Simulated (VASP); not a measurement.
# Y (P6_3/mmc) in VASP: further runs, part 2 of 3

VASP 6.6.1. The steps go on from the part before.

## (3) Single point, PBE (volume scaled by 0.96)

Input file INCAR:

```
  PREC = Accurate
  ENCUT = 520
  EDIFF = 1E-6
  ISMEAR = -1
  SIGMA = 0.05
  LREAL = False
  LASPH = True
  NELM = 80
  ALGO = Fast
  ISIF = 2
  LWAVE = False
  LCHARG = False
  GGA = PE
  NBANDS = 18
```

Input file KPOINTS:

```
Automatic mesh
0
Gamma
  8 8 5
```

Input file POSCAR:

```
Y
1.0
    3.5981047680      0.0000000000      0.0000000000
   -1.7990523840      3.1160501346      0.0000000000
    0.0000000000      0.0000000000      5.6531499653
Y
2
Direct
    0.6666666667      0.3333333333      0.7500000000
    0.3333333333      0.6666666667      0.2500000000
```

Potentials or basis: VASP PAW PBE potentials, release 64 (Y_sv).

On the command line:

```
$ cat potpaw_PBE.64/Y_sv/POTCAR > POTCAR
$ mpirun -np 1 vasp_std > vasp.out
```

OUTCAR:

```text
PREC = Accurate
   ENCUT = 520
   EDIFF = 1E-6
   ISMEAR = -1
   LREAL = False
   LASPH = True
   NELM = 80
   ISIF = 2
   GGA = PE

 ion  position               nearest neighbor table
   1  0.667  0.333  0.750-   2 3.51   2 3.51   2 3.51   2 3.51   2 3.51   2 3.51
   2  0.333  0.667  0.250-   1 3.51   1 3.51   1 3.51   1 3.51   1 3.51   1 3.51

  LATTYP: Found a hexagonal cell.
 ALAT       =     3.5981047680
 C/A-ratio  =     1.5711465702

  Lattice vectors:

 A1 = (   3.5981047680,   0.0000000000,   0.0000000000)
[... 194 lines left out ...]
      6     -19.1072      2.00000
[... 481 lines left out ...]
      5     -19.2886      2.00000
      6     -19.2652      2.00000
[... 10 lines left out ...]
     17       7.8150      0.00000
     18       7.9601      0.00000

 [... further k-points ...]
[... 5 lines left out ...]
  --------------------------------------------------------------------------------------
  -------------------------------------------------------------------------------------
  Total        0.6297915      0.6297915      0.4901514      0.0000000      0.0000000     -0.0000000
  in kB       15.9198374     15.9198374     12.3900215      0.0000000      0.0000000     -0.0000000
  external PRESSURE =      14.7432321 kB  Pullay stress =       0.0000000 kB

 VOLUME and BASIS-vectors are now :
 -----------------------------------------------------------------------------
  energy-cutoff  :      520.00
  volume of cell :       63.38
      direct lattice vectors                 reciprocal lattice vectors
     3.598104768  0.000000000  0.000000000     0.277924092  0.160459549  0.000000000
    -1.799052384  3.116050135  0.000000000     0.000000000  0.320919098  0.000000000
     0.000000000  0.000000000  5.653149965     0.000000000  0.000000000  0.176892530

 POSITION                                       TOTAL-FORCE (eV/Angst)
 -----------------------------------------------------------------------------------
      1.79905      1.03868      4.23986         0.000000      0.000000      0.000000
     -0.00000      2.07737      1.41329        -0.000000     -0.000000      0.000000
 -----------------------------------------------------------------------------------
    total drift:                               -0.000000      0.000000     -0.000000

  FREE ENERGIE OF THE ION-ELECTRON SYSTEM (eV)
  ---------------------------------------------------
  free  energy   TOTEN  =       -12.8628409203 eV

  energy  without entropy=      -12.8229297784  energy(sigma->0) =      -12.84288535
```

OSZICAR:

```text
N       E                     dE             d eps       ncg     rms          rms(c)
DAV:   1     0.911364907270E+02    0.91136E+02   -0.11414E+04  1080   0.117E+03
DAV:   2    -0.533099964224E+01   -0.96467E+02   -0.94806E+02  1338   0.262E+02
DAV:   3    -0.130270804547E+02   -0.76961E+01   -0.76312E+01  1904   0.439E+01
DAV:   4    -0.132218674134E+02   -0.19479E+00   -0.19442E+00  1338   0.743E+00
DAV:   5    -0.132276741873E+02   -0.58068E-02   -0.58059E-02  1538   0.912E-01    0.337E+01
RMM:   6    -0.129166289735E+02    0.31105E+00   -0.37738E-01  1162   0.350E+00    0.210E+01
RMM:   7    -0.128770122523E+02    0.39617E-01   -0.96532E-01  1409   0.549E+00    0.179E+00
RMM:   8    -0.128606066100E+02    0.16406E-01   -0.12712E-01  1258   0.217E+00    0.761E-01
RMM:   9    -0.128625995550E+02   -0.19929E-02   -0.24897E-02  1681   0.707E-01    0.507E-01
RMM:  10    -0.128655328604E+02   -0.29333E-02   -0.11527E-02  1878   0.394E-01    0.197E+00
RMM:  11    -0.128626822832E+02    0.28506E-02   -0.54073E-03  1450   0.631E-01    0.252E-01
RMM:  12    -0.128628530329E+02   -0.17075E-03   -0.59967E-04  1735   0.157E-01    0.329E-01
RMM:  13    -0.128628409501E+02    0.12083E-04   -0.31696E-04  1882   0.826E-02    0.186E-01
RMM:  14    -0.128628310413E+02    0.99088E-05   -0.12882E-04  1819   0.710E-02    0.169E-02
RMM:  15    -0.128628368986E+02   -0.58573E-05   -0.59585E-05  1775   0.299E-02    0.154E-02
RMM:  16    -0.128628392423E+02   -0.23438E-05   -0.24045E-05  1422   0.161E-02    0.774E-03
RMM:  17    -0.128628402878E+02   -0.10455E-05   -0.10640E-05  1280   0.103E-02    0.748E-03
RMM:  18    -0.128628409203E+02   -0.63244E-06   -0.60183E-06  1075   0.695E-03
   1 F= -.12862841E+02 E0= -.12842885E+02  d E =-.399111E-01
```

stdout:

```text
POSCAR found type information on POSCAR Y
 POSCAR found :  1 types and       2 ions
 scaLAPACK will be used
 LDA part: xc-table for (Slater+PW92), standard interpolation
 POSCAR, INCAR and KPOINTS ok, starting setup
 FFT: planning ... GRIDC
 FFT: planning ... GRID_SOFT
 FFT: planning ... GRID
 WAVECAR not read
 entering main loop
WARNING in EDDRMM: call to ZHEGV failed, returncode =   6  3     12
WARNING in EDDRMM: call to ZHEGV failed, returncode =   6  3     16
```

Wall time 60 s (1 thread of Intel Xeon Platinum 8259CL at 2.50GHz (Skylake/Cascade Lake), shared host); peak memory 0.2 GiB.

Results:

```yaml
Free_energy: -12.8628 eV
Pressure: 1.5 GPa
Band_gap_on_the_k_mesh: zero (band 11 reaches 4.16 eV, above the bottom of band 12 at 2.76 eV)
```

Levels at points of the mesh, in eV from the Fermi level:
| k point | band 8 | band 9 | band 10 | band 11 | band 12 | band 13 | band 14 | band 15 |
| --- | --- | --- | --- | --- | --- | --- | --- | --- |
| (0.00, 0.00, 0.00) | -22.24 | -4.73 | -1.90 | 1.00 | 1.80 | 1.80 | 2.10 | 2.43 |
| (0.50, 0.00, 0.00) | -22.33 | -1.67 | -1.24 | -0.86 | -0.03 | 1.46 | 1.52 | 2.15 |

## (4) Single point, PBE (volume scaled by 0.98)

Input file INCAR:

```
SYSTEM = Y
ALGO     = Normal         ! electronic algorithm
EDIFF    = 1E-6           ! SCF threshold, eV
ENCUT    = 520            ! plane-wave cutoff, eV
GGA      = PE             ! functional
ISIF     = 2              ! what is computed and relaxed
ISMEAR   = -1             ! smearing method
LASPH    = .True.         ! aspherical terms in the spheres
LCHARG   = .True.         ! write CHGCAR
LELF     = .True.         ! ELF
LREAL    = .False.        ! projectors in reciprocal space
LVHAR    = .True.       
LWAVE    = .False.        ! write WAVECAR
NBANDS   = 18             ! bands
NELM     = 80             ! most SCF steps
PREC     = Accurate       ! precision mode
SIGMA    = 0.05           ! smearing width, eV
```

Input file KPOINTS:

```
k-points
0
Gamma
  8 8 5
  0 0 0
```

Input file POSCAR:

```
Y
1.0
    3.6229200678      0.0000000000      0.0000000000
   -1.8114600339      3.1375408146      0.0000000000
    0.0000000000      0.0000000000      5.6921384384
Y
2
Direct
    0.6666666667      0.3333333333      0.7500000000
    0.3333333333      0.6666666667      0.2500000000
```

Potentials or basis: VASP PAW PBE potentials, release 64 (Y_sv).

On the command line:

```
$ cat potpaw_PBE.64/Y_sv/POTCAR > POTCAR
$ mpirun -np 1 vasp_std > vasp.out
```

OUTCAR:

```text
SYSTEM = Y
   EDIFF = 1E-6
   ENCUT = 520
   GGA = PE
   ISIF = 2
   ISMEAR = -1
   LASPH = .True.
   LREAL = .False.
   NELM = 80
   PREC = Accurate

 ion  position               nearest neighbor table
   1  0.667  0.333  0.750-   2 3.53   2 3.53   2 3.53   2 3.53   2 3.53   2 3.53
   2  0.333  0.667  0.250-   1 3.53   1 3.53   1 3.53   1 3.53   1 3.53   1 3.53

  LATTYP: Found a hexagonal cell.
 ALAT       =     3.6229200678
 C/A-ratio  =     1.5711465701

  Lattice vectors:

 A1 = (   3.6229200678,   0.0000000000,   0.0000000000)
 A2 = (  -1.8114600339,   3.1375408146,   0.0000000000)
 A3 = (   0.0000000000,   0.0000000000,   5.6921384384)

Analysis of symmetry for initial positions (statically):
=====================================================================
 Subroutine PRICEL returns:
 Original cell was already a primitive cell.

 Routine SETGRP: Setting up the symmetry group for a
 hexagonal supercell.

 Subroutine GETGRP returns: Found 24 space group operations
 (whereof 12 operations were pure point group operations)
 out of a pool of 24 trial point group operations.

The static configuration has the point symmetry D_3d.
 The point group associated with its full space group is D_6h.

[... 155 lines left out ...]
  ext. energy  EPLUGINS =         0.00000000
  ---------------------------------------------------
  free energy    TOTEN  =       -12.87136151 eV

  energy without entropy =      -12.83126815  energy(sigma->0) =      -12.85131483

 E-fermi :   3.0628     XC(G=0):  -9.4851

 val. band max:        3.0602092904   @ k =   0.2500   0.1250   0.0000
 cond. band min:       3.1214052533   @ k =   0.3750  -0.0000   0.0000
 fundamental gap:      0.0611959629
 Fermi energy:         3.0628437632

 k-point     1 :       0.0000    0.0000    0.0000
  band No.  band energies     occupation
      1     -39.5746      2.00000
      2     -39.4968      2.00000
      3     -19.8664      2.00000
      4     -19.3681      2.00000
      5     -19.3681      2.00000
      6     -19.2754      2.00000
[... 481 lines left out ...]
      5     -19.4445      2.00000
      6     -19.4233      2.00000
[... 10 lines left out ...]
     17       7.6200      0.00000
     18       7.7550      0.00000

 [... further k-points ...]
[... 5 lines left out ...]
  --------------------------------------------------------------------------------------
  -------------------------------------------------------------------------------------
  Total        0.2903365      0.2903365      0.1307487      0.0000000      0.0000000     -0.0000000
  in kB        7.1893343      7.1893343      3.2376085      0.0000000      0.0000000     -0.0000000
  external PRESSURE =       5.8720924 kB  Pullay stress =       0.0000000 kB

 VOLUME and BASIS-vectors are now :
 -----------------------------------------------------------------------------
  energy-cutoff  :      520.00
  volume of cell :       64.70
      direct lattice vectors                 reciprocal lattice vectors
     3.622920068  0.000000000  0.000000000     0.276020442  0.159360477  0.000000000
    -1.811460034  3.137540815  0.000000000     0.000000000  0.318720953  0.000000000
     0.000000000  0.000000000  5.692138438     0.000000000  0.000000000  0.175680899

 POSITION                                       TOTAL-FORCE (eV/Angst)
 -----------------------------------------------------------------------------------
      1.81146      1.04585      4.26910        -0.000000     -0.000000      0.000000
     -0.00000      2.09169      1.42303         0.000000      0.000000      0.000000
 -----------------------------------------------------------------------------------
    total drift:                               -0.000000      0.000000     -0.000000

  FREE ENERGIE OF THE ION-ELECTRON SYSTEM (eV)
  ---------------------------------------------------
  free  energy   TOTEN  =       -12.8713615116 eV

  energy  without entropy=      -12.8312681546  energy(sigma->0) =      -12.85131483
```

OSZICAR:

```text
N       E                     dE             d eps       ncg     rms          rms(c)
DAV:   1     0.861620784205E+02    0.86162E+02   -0.11326E+04  1080   0.116E+03
DAV:   2    -0.577669847897E+01   -0.91939E+02   -0.90455E+02  1332   0.257E+02
DAV:   3    -0.130583000123E+02   -0.72816E+01   -0.71727E+01  1862   0.424E+01
DAV:   4    -0.132493428628E+02   -0.19104E+00   -0.19093E+00  1358   0.704E+00
DAV:   5    -0.132540132491E+02   -0.46704E-02   -0.46695E-02  1512   0.854E-01    0.333E+01
DAV:   6    -0.129328695986E+02    0.32114E+00   -0.41907E-01  1204   0.396E+00    0.206E+01
DAV:   7    -0.128823487198E+02    0.50521E-01   -0.81909E-01  1424   0.510E+00    0.182E+00
DAV:   8    -0.128722868393E+02    0.10062E-01   -0.16093E-01  1328   0.225E+00    0.130E+00
DAV:   9    -0.128712520489E+02    0.10348E-02   -0.40684E-03  1506   0.389E-01    0.438E-01
DAV:  10    -0.128714392953E+02   -0.18725E-03   -0.19369E-03  1168   0.387E-01    0.371E-01
DAV:  11    -0.128713660638E+02    0.73231E-04   -0.13840E-04  1312   0.101E-01    0.601E-02
DAV:  12    -0.128713596981E+02    0.63657E-05   -0.30626E-05  1180   0.464E-02    0.146E-02
DAV:  13    -0.128713614004E+02   -0.17022E-05   -0.44574E-06  1306   0.172E-02    0.287E-03
DAV:  14    -0.128713615116E+02   -0.11125E-06   -0.11199E-07   640   0.257E-03
   1 F= -.12871362E+02 E0= -.12851315E+02  d E =-.400934E-01
```

Wall time 45 s (1 thread of Intel Xeon Platinum 8259CL at 2.50GHz (Skylake/Cascade Lake), shared host); peak memory 0.2 GiB.

What came out:

```yaml
Free_energy: -12.8714 eV
Pressure: 0.6 GPa
Band_gap_on_the_k_mesh: zero (band 11 reaches 4.00 eV, above the bottom of band 12 at 2.64 eV)
```

Stress tensor (GPa, compression positive):
```
0.72 0.00 0.00
0.00 0.72 0.00
0.00 0.00 0.32
```

Levels at points of the mesh, in eV from the Fermi level:
| k point | band 8 | band 9 | band 10 | band 11 | band 12 | band 13 | band 14 | band 15 |
| --- | --- | --- | --- | --- | --- | --- | --- | --- |
| (0.00, 0.00, 0.00) | -22.30 | -4.70 | -1.87 | 0.93 | 1.78 | 1.78 | 2.07 | 2.39 |
| (0.50, 0.00, 0.00) | -22.40 | -1.66 | -1.20 | -0.83 | -0.07 | 1.43 | 1.50 | 2.10 |

(Continued in part 3 of 3.)
